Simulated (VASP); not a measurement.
Wanted: the native input for a VASP 6.6.1 run.

```
Task                   : single point
Functional             : LDA
Potentials or basis    : VASP PAW LDA potentials, release 64 (Li_sv, Cl)
Cutoff                 : 520 eV
k mesh                 : 10 × 10 × 10
Occupations            : gaussian, width 0.01 eV
Spin                   : no spin polarisation
Dipole correction      : no
Further INCAR settings : ALGO = Normal; EDIFF = 1e-07; NBANDS = 12; ISYM = 0
```

The structure of LiCl lies in POSCAR:

```
LiCl
1.0
    0.0000000000      2.1319680775      2.1319680775
    2.1319680775      0.0000000000      2.1319680775
    2.1319680775      2.1319680775      0.0000000000
Li Cl
1 1
Direct
    0.0000000000      0.0000000000      0.0000000000
    0.5000000000      0.5000000000      0.5000000000
```

The input as run:

INCAR

```
PREC = Accurate
ENCUT = 520
EDIFF = 1E-7
ISMEAR = 0
SIGMA = 0.01
LREAL = False
LASPH = True
NELM = 80
ALGO = Normal
ISIF = 2
LWAVE = False
LCHARG = True
GGA = CA
LELF = True
LVHAR = True
NBANDS = 12
ISYM = 0
```

KPOINTS

```
regular mesh
0
Gamma
  10 10 10
```

Potentials or basis: VASP PAW LDA potentials, release 64 (Li_sv, Cl).

Command:

```console
$ cat potpaw_LDA.64/Li_sv/POTCAR potpaw_LDA.64/Cl/POTCAR > POTCAR
$ mpirun -np 1 vasp_std > vasp.out
```

It gave:

- Band gap on the k mesh: 6.27 eV, indirect (least direct gap 7.48 eV)

Run time: 44 s on 1 thread of Intel(R) Xeon(R) Platinum 8375C CPU @ 2.90GHz (Ice Lake), with other jobs on the host, peak memory 0.2 GiB.
